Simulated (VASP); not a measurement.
# W in VASP: notebook

W is run at these levels: r2SCAN; tasks: single point.

Program: VASP 6.6.1. These are calculated values, not measurements. Logs are shortened: lines on timing, memory, paths and dates and some standing lists are left out, and cuts for length are marked.

**1. The cell of the first run**

The cell holds a slab with vacuum, 5 atoms: a = 3.169 Å, b = 3.169 Å, c = 22.337 Å, α = 90.00°, β = 90.00°, γ = 90.00°.

**2. Single point, r2SCAN**

Input file POSCAR:

```
W
1.0
    3.1686494639      0.0000000000      0.0000000000
    0.0000000000      3.1686494639      0.0000000000
    0.0000000000      0.0000000000     22.3373000000
W
5
Direct
    0.0000000000      0.0000000000      0.3649392864
    0.5000000000      0.5000000000      0.4280265363
    0.0000000000      0.0000000000      0.5000000001
    0.5000000000      0.5000000000      0.5719734622
    0.0000000000      0.0000000000      0.6350607150
```

Input file INCAR.step1:

```
SYSTEM = W
ALGO = Normal
DIPOL = 0.5 0.5 0.500
EDIFF = 1E-5
ENCUT = 440
GGA = PE
GGA_COMPAT = .False.
IDIPOL = 3
ISMEAR = -1
LASPH = .True.
LCHARG = .False.
LDIPOL = .True.
LREAL = .False.
LWAVE = .True.
NBANDS = 43
NELM = 120
NELMDL = -8
PREC = Accurate
SIGMA = 0.08
```

Input file INCAR.step2:

```
SYSTEM = W
ALGO = Normal
DIPOL = 0.5 0.5 0.500
EDIFF = 1E-6
ENCUT = 440
GGA_COMPAT = .False.
IDIPOL = 3
ISIF = 2
ISMEAR = -1
ISTART = 1
LASPH = .True.
LCHARG = .False.
LDIPOL = .True.
LMIXTAU = .True.
LREAL = .False.
LWAVE = .False.
METAGGA = R2SCAN
NBANDS = 43
NELM = 120
PREC = Accurate
SIGMA = 0.08
```

Input file KPOINTS:

```
k-points
0
Gamma
  12 12 1
  0 0 0
```

Potentials or basis: VASP PAW PBE potentials, release 64 (W_sv).

Command:

```console
$ cat potpaw_PBE.64/W_sv/POTCAR > POTCAR
$ cp INCAR.step1 INCAR
$ mpirun -np 1 vasp_std > vasp.out
$ cp INCAR.step2 INCAR
$ mpirun -np 1 vasp_std > vasp.out
```

OUTCAR:

```text
SYSTEM = W
   EDIFF = 1E-6
   ENCUT = 440
   ISIF = 2
   ISMEAR = -1
   ISTART = 1
   LASPH = .True.
   LREAL = .False.
   METAGGA = R2SCAN
   NELM = 120
   PREC = Accurate

 ion  position               nearest neighbor table
   1  0.000  0.000  0.365-   2 2.65   2 2.65   2 2.65   2 2.65   3 3.02
   2  0.500  0.500  0.428-   1 2.65   1 2.65   1 2.65   1 2.65   3 2.76   3 2.76   3 2.76   3 2.76
                             4 3.22
   3  0.000  0.000  0.500-   4 2.76   4 2.76   4 2.76   4 2.76   2 2.76   2 2.76   2 2.76   2 2.76
                             1 3.02   5 3.02
   4  0.500  0.500  0.572-   5 2.65   5 2.65   5 2.65   5 2.65   3 2.76   3 2.76   3 2.76   3 2.76
                             2 3.22
   5  0.000  0.000  0.635-   4 2.65   4 2.65   4 2.65   4 2.65   3 3.02

  LATTYP: Found a simple tetragonal cell.
 ALAT       =     3.1686494639
 C/A-ratio  =     7.0494702095

  Lattice vectors:

 A1 = (   3.1686494639,   0.0000000000,   0.0000000000)
 A2 = (   0.0000000000,   3.1686494639,   0.0000000000)
 A3 = (   0.0000000000,   0.0000000000,  22.3373000000)

Analysis of symmetry for initial positions (statically):
=====================================================================
 Subroutine PRICEL returns:
 Original cell was already a primitive cell.

 Routine SETGRP: Setting up the symmetry group for a
 simple tetragonal supercell.

 Subroutine GETGRP returns: Found 16 space group operations
 (whereof 16 operations were pure point group operations)
 out of a pool of 16 trial point group operations.

The static configuration has the point symmetry D_4h.

Analysis of symmetry for dynamics (positions and initial velocities):
=====================================================================
 Subroutine PRICEL returns:
 Original cell was already a primitive cell.

 Routine SETGRP: Setting up the symmetry group for a
 simple tetragonal supercell.

 Subroutine GETGRP returns: Found 16 space group operations
 (whereof 16 operations were pure point group operations)
 out of a pool of 16 trial point group operations.

The dynamic configuration has the point symmetry D_4h.

 Subroutine INISYM returns: Found 16 space group operations
 (whereof 16 operations are pure point group operations),
 and found     1 'primitive' translations

----------------------------------------------------------------------------------------

                                     Primitive cell

  volume of cell :     224.2741

  direct lattice vectors                    reciprocal lattice vectors
     3.168649464  0.000000000  0.000000000     0.315591867  0.000000000  0.000000000
     0.000000000  3.168649464  0.000000000     0.000000000  0.315591867  0.000000000
     0.000000000  0.000000000 22.337300000     0.000000000  0.000000000  0.044768168

  length of vectors
     3.168649464  3.168649464 22.337300000     0.315591867  0.315591867  0.044768168

  position of ions in fractional coordinates (direct lattice)
     0.000000000  0.000000000  0.364939286
     0.500000000  0.500000000  0.428026536
     0.000000000  0.000000000  0.500000000
     0.500000000  0.500000000  0.571973462
     0.000000000  0.000000000  0.635060715

  ion indices of the primitive-cell ions
   primitive index   ion index
                 1           1
                 2           2
                 3           3
                 4           4
                 5           5

----------------------------------------------------------------------------------------

 KPOINTS: k-points

Automatic generation of k-mesh.
 Grid dimensions read from file:
 generate k-points for:   12   12    1

 Generating k-lattice:

  Cartesian coordinates                     Fractional coordinates (reciprocal lattice)
     0.026299322  0.000000000  0.000000000     0.083333333  0.000000000  0.000000000
     0.000000000  0.026299322  0.000000000     0.000000000  0.083333333  0.000000000
     0.000000000  0.000000000  0.044768168     0.000000000  0.000000000  1.000000000

  Length of vectors
     0.026299322  0.026299322  0.044768168

  Shift w.r.t. Gamma in fractional coordinates (k-lattice)
     0.000000000  0.000000000  0.000000000

 Subroutine IBZKPT returns following result:
 ===========================================

 Found     28 irreducible k-points:

 Following reciprocal coordinates:
            Coordinates               Weight
  0.000000  0.000000  0.000000      1.000000
  0.083333  0.000000  0.000000      4.000000
  0.166667  0.000000  0.000000      4.000000
  0.250000  0.000000  0.000000      4.000000
  0.333333  0.000000  0.000000      4.000000
  0.416667  0.000000  0.000000      4.000000
[... 16 lines left out ...]
  0.333333  0.333333  0.000000      4.000000
  0.416667  0.333333  0.000000      8.000000
 [... further k-points ...]
   k-points           NKPTS =     28   k-points in BZ     NKDIM =     28   number of bands    NBANDS=     43
   number of dos      NEDOS =    301   number of ions     NIONS =      5
   total plane-waves  NPLWV =  92160
   dimension x,y,z NGX =    24 NGY =   24 NGZ =  160
   dimension x,y,z NGXF=    48 NGYF=   48 NGZF=  320
   ions per type =               5
   NGX,Y,Z   is equivalent  to a cutoff of  12.59, 12.59, 11.91 a.u.
   NGXF,Y,Z  is equivalent  to a cutoff of  25.18, 25.18, 23.82 a.u.
 SYSTEM =  W
   PREC   = accura    normal or accurate (medium, high low for compatibility)
   ISTART =      1    job   : 0-new  1-cont  2-samecut
   ICHARG =      0    charge: 1-file 2-atom 10-const
   ISPIN  =      1    spin polarized calculation?
   LNONCOLLINEAR =      F non collinear calculations
   LSORBIT =      F    spin-orbit coupling
   LASPH  =      T    aspherical Exc in radial PAW
   ENCUT  =  440.0 eV  32.34 Ry    5.69 a.u.   5.42  5.42 38.20*2*pi/ulx,y,z
   NELM   =    120;   NELMIN=  2; NELMDL=  0     # of ELM steps
   EDIFF  = 0.1E-05   stopping-criterion for ELM
   LREAL  =      F    real-space projection
   EDIFFG = 0.1E-04   stopping-criterion for IOM
   NSW    =      0    number of steps for IOM
   IBRION =     -1    ionic relax: 0-MD 1-quasi-New 2-CG
   NFREE  =      0    steps in history (QN), initial steepest desc. (CG)
   ISIF   =      2    stress and relaxation
   ISYM   =      2    0-nonsym 1-usesym 2-fastsym
   POTIM  = 0.5000    time-step for ionic-motion
   TEBEG  =    0.0;   TEEND  =   0.0 temperature during run
   PSTRESS=    0.0 pullay stress
   NELECT =      70.0000    total number of electrons
   NUPDOWN=      -1.0000    fix difference up-down
   EMIN   =  10.00;   EMAX   =-10.00  energy-range for DOS
   EFERMI =   0.00;   METHOD = LEGACY
   ISMEAR =    -1;   SIGMA  =   0.08  broadening in eV -4-tet -1-fermi 0-gaus
   EFERMI_NEDOS =   21; number of points for ismear=-14 and -15
   IALGO  =     38    algorithm
   IMIX   =      4    mixing-type and parameters
     AMIX     =   0.40;   BMIX     =  1.00
     AMIX_MAG =   1.60;   BMIX_MAG =  1.00
  volume/ion in A,a.u.               =      44.85       302.70
  Fermi-wavevector in a.u.,A,eV,Ry     =   1.110490  2.098521 16.778529  1.233187
  Thomas-Fermi vector in A             =   2.247042
   LORBIT       =      0    0 simple, 1 ext, 2 COOP (PROOUT), +10 PAW based schemes
   METAGGA = R2SCAN    functional components
   LHFCALC =     F    Hartree Fock is set to
   AEXX    =    0.0000 exact exchange contribution
   IVDW    =     0    specifies the selected vdW correction
   LEPSILON=     F    determine dielectric tensor
   LRPA    =     F    only Hartree local field effects (RPA)
 non-spin polarized calculation
  energy-cutoff  :      440.00
  volume of cell :      224.27
 maximum number of plane-waves:      4745
 NGX is ok and might be reduce to    24
   NGX = 11   NGY = 11   NGZ = 77

 number of electron      69.9999988 magnetization

 dipolmoment           0.000000      0.000000      0.000000 electrons x Angstroem

 Free energy of the ion-electron system (eV)
  ---------------------------------------------------
  ext. energy  EPLUGINS =         0.00000000
  ---------------------------------------------------
  free energy    TOTEN  =      -251.24162169 eV

  energy without entropy =     -251.11481466  energy(sigma->0) =     -251.17821817

 E-fermi :   1.3840     XC(G=0):  -6.2370

 val. band max:        1.3807735718   @ k =   0.4167   0.0000   0.0000
 cond. band min:       1.3943584668   @ k =   0.5000   0.0833   0.0000
 fundamental gap:      0.0135848950
 Fermi energy:         1.3839526034

 k-point     1 :       0.0000    0.0000    0.0000
  band No.  band energies     occupation
      1     -74.6875      2.00000
      2     -74.4754      2.00000
      3     -74.4618      2.00000
      4     -74.2666      2.00000
      5     -74.2582      2.00000
      6     -38.4693      2.00000
[... 35 lines left out ...]
     42       3.0761      0.00000
     43       3.5419      0.00000

 k-point     2 :       0.0833    0.0000    0.0000
  band No.  band energies     occupation
      1     -74.6851      2.00000
      2     -74.4715      2.00000
      3     -74.4590      2.00000
      4     -74.2692      2.00000
      5     -74.2614      2.00000
      6     -38.5076      2.00000
[... 35 lines left out ...]
     42       3.7150      0.00000
     43       3.9421      0.00000

 k-point     3 :       0.1667    0.0000    0.0000
  band No.  band energies     occupation
      1     -74.6786      2.00000
      2     -74.4603      2.00000
      3     -74.4508      2.00000
      4     -74.2769      2.00000
      5     -74.2709      2.00000
      6     -38.6005      2.00000
[... 919 lines left out ...]
      6     -38.7202      2.00000
[... 35 lines left out ...]
     42       4.3733      0.00000
     43       4.7113      0.00000

 k-point    24 :       0.4167    0.3333    0.0000
  band No.  band energies     occupation
      1     -74.6455      2.00000
      2     -74.3876      2.00000
      3     -74.3874      2.00000
      4     -74.3246      2.00000
      5     -74.3208      2.00000
      6     -38.7485      2.00000
[... 35 lines left out ...]
     42       4.5459      0.00000
     43       4.6813      0.00000

 [... further k-points ...]

------------------------ aborting loop because EDIFF is reached ----------------------------------------

 vacuum level on the upper side and lower side of the slab       (xc-potential included)         0.031         0.031

  FORCE on cell =-STRESS in cart. coord.  units (eV):
  Direction    XX          YY          ZZ          XY          YZ          ZX
  --------------------------------------------------------------------------------------
  -------------------------------------------------------------------------------------
  Total       -3.4246388     -3.4246388      0.4599065      0.0000000      0.0000000     -0.0000000
  in kB      -24.4650597    -24.4650597      3.2854970      0.0000000      0.0000000     -0.0000000
  external PRESSURE =     -15.2148741 kB  Pullay stress =       0.0000000 kB

 VOLUME and BASIS-vectors are now :
 -----------------------------------------------------------------------------
  energy-cutoff  :      440.00
  volume of cell :      224.27
      direct lattice vectors                 reciprocal lattice vectors
     3.168649464  0.000000000  0.000000000     0.315591867  0.000000000  0.000000000
     0.000000000  3.168649464  0.000000000     0.000000000  0.315591867  0.000000000
     0.000000000  0.000000000 22.337300000     0.000000000  0.000000000  0.044768168

 POSITION                                       TOTAL-FORCE (eV/Angst)
 -----------------------------------------------------------------------------------
      0.00000      0.00000      8.15176        -0.000000     -0.000000     -0.082752
      1.58432      1.58432      9.56096         0.000000      0.000000     -0.003554
      0.00000      0.00000     11.16865        -0.000000     -0.000000      0.000000
      1.58432      1.58432     12.77634        -0.000000      0.000000      0.003554
      0.00000      0.00000     14.18554         0.000000     -0.000000      0.082752
 -----------------------------------------------------------------------------------
    total drift:                                0.000000      0.000000      0.000007

  FREE ENERGIE OF THE ION-ELECTRON SYSTEM (eV)
  ---------------------------------------------------
  free  energy   TOTEN  =      -251.2416216871 eV

  energy  without entropy=     -251.1148146624  energy(sigma->0) =     -251.17821817

 vacuum level on the upper side and lower side of the slab         5.538         5.538
```

Wall time 33 min (1 thread of Intel Xeon 8259CL, shared host); peak memory 0.41 GiB.

What came out:

| Property | Result |
| --- | --- |
| Free energy | -251.2416 eV |
| Largest force | 0.083 eV/Å |
| Band gap on the k mesh | zero (bands 35 and 36 overlap by 1.96 eV) |

Forces in eV/Å, atoms in the order of the input:
```
W    0.000  0.000 -0.083
W    0.000  0.000 -0.004
W    0.000  0.000  0.000
W    0.000  0.000  0.004
W    0.000  0.000  0.083
```

Caveat: the PAW data sets were made with another functional, which shifts forces and pressure a little; spin-orbit coupling is left out, which moves the levels of the heavy elements.

**3. Single point, r2SCAN**

POSCAR is that of step 2.

Input file INCAR.step1:

```
  ALGO = Normal
  DIPOL = 0.5 0.5 0.500
  EDIFF = 1E-5
  EFIELD = -0.3
  ENCUT = 440
  GGA = PE
  GGA_COMPAT = False
  IDIPOL = 3
  ISMEAR = -1
  LASPH = True
  LCHARG = False
  LDIPOL = True
  LREAL = False
  LWAVE = True
  NBANDS = 43
  NELM = 120
  NELMDL = -8
  PREC = Accurate
  SIGMA = 0.08
```

Input file INCAR.step2:

```
  ALGO = Normal
  DIPOL = 0.5 0.5 0.500
  EDIFF = 1E-6
  EFIELD = -0.3
  ENCUT = 440
  GGA_COMPAT = False
  IDIPOL = 3
  ISIF = 2
  ISMEAR = -1
  ISTART = 1
  LASPH = True
  LCHARG = False
  LDIPOL = True
  LMIXTAU = True
  LREAL = False
  LWAVE = False
  METAGGA = R2SCAN
  NBANDS = 43
  NELM = 120
  PREC = Accurate
  SIGMA = 0.08
```

Input file KPOINTS:

```
k-points
0
Gamma
  12 12 1
```

Potentials or basis: VASP PAW PBE potentials, release 64 (W_sv).

Command:

```console
$ cat potpaw_PBE.64/W_sv/POTCAR > POTCAR
$ cp INCAR.step1 INCAR
$ mpirun -np 1 vasp_std > vasp.out
$ cp INCAR.step2 INCAR
$ mpirun -np 1 vasp_std > vasp.out
```

Run time: 37 min. Hardware: 1 thread of Intel Xeon 8259CL, shared host; peak memory 0.41 GiB.

The run converged. Its results:

| Item | Value |
| --- | --- |
| Free energy | -251.2675 eV |
| Largest force | 0.093 eV/Å |
| Band gap on the k mesh | zero (bands 35 and 36 overlap by 1.96 eV) |

Forces on the atoms (eV/Å):
```
W    0.000  0.000 -0.093
W    0.000  0.000  0.004
W    0.000  0.000 -0.001
W    0.000  0.000  0.009
W    0.000  0.000  0.080
```

Levels at points of the mesh, in eV from the Fermi level:
| k point | band 31 | band 32 | band 33 | band 34 | band 35 | band 36 | band 37 | band 38 | band 39 | band 40 |
| --- | --- | --- | --- | --- | --- | --- | --- | --- | --- | --- |
| (0.00, 0.00, 0.00) | -1.11 | -0.71 | -0.71 | -0.35 | -0.33 | -0.14 | -0.03 | -0.03 | 0.40 | 1.61 |
| (0.50, 0.00, 0.00) | -1.75 | -1.64 | -1.34 | -0.13 | 0.05 | 0.25 | 1.29 | 1.68 | 1.71 | 1.83 |
| (0.50, 0.50, 0.00) | -2.43 | -1.24 | -1.24 | 1.70 | 1.70 | 1.88 | 2.10 | 2.33 | 2.33 | 2.77 |

Caveat: the PAW data sets were made with another functional, which shifts forces and pressure a little; spin-orbit coupling is left out, which moves the levels of the heavy elements.
